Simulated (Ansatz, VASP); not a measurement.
**Two plane-wave programs on BN**

```
CELL_PARAMETERS angstrom
2.51204 0.00000 -0.00816
0.00000 7.84675 0.00000
-1.24872 0.00000 2.17953
ATOMIC_POSITIONS crystal
B 0.83273 0.50000 0.66550
B 0.16725 0.00000 0.33449
N 0.16607 0.50000 0.33216
N 0.83395 0.00000 0.66785
```

Alike in both runs: functional PBE; k mesh 8 × 4 × 8; occupations gaussian, width 0.1 eV; no spin polarisation.

Ansatz relaxed the structure, and its values are those at the end. VASP's run is a single point on that final structure, the one shown.

```csv
,VASP,Ansatz
version,VASP 6.6.1,Ansatz 0.2.0
potentials or method,"VASP PAW PBE potentials, release 64 (B, N), cutoff 520 eV","scalar-relativistic, plane waves, PAW"
valence electrons in the cell,16,16
```

VASP gave:

| Item | Value |
| --- | --- |
| gap on the k mesh at the Fermi level (eV) | 4.60 |
| least direct gap on the mesh (eV) | 4.79 |
| pressure (GPa) | 0.2 |

Q: Which values does Ansatz return?

A: gap on the k mesh at the Fermi level (eV): 4.61; least direct gap on the mesh (eV): 4.79; pressure (GPa): 0.1.
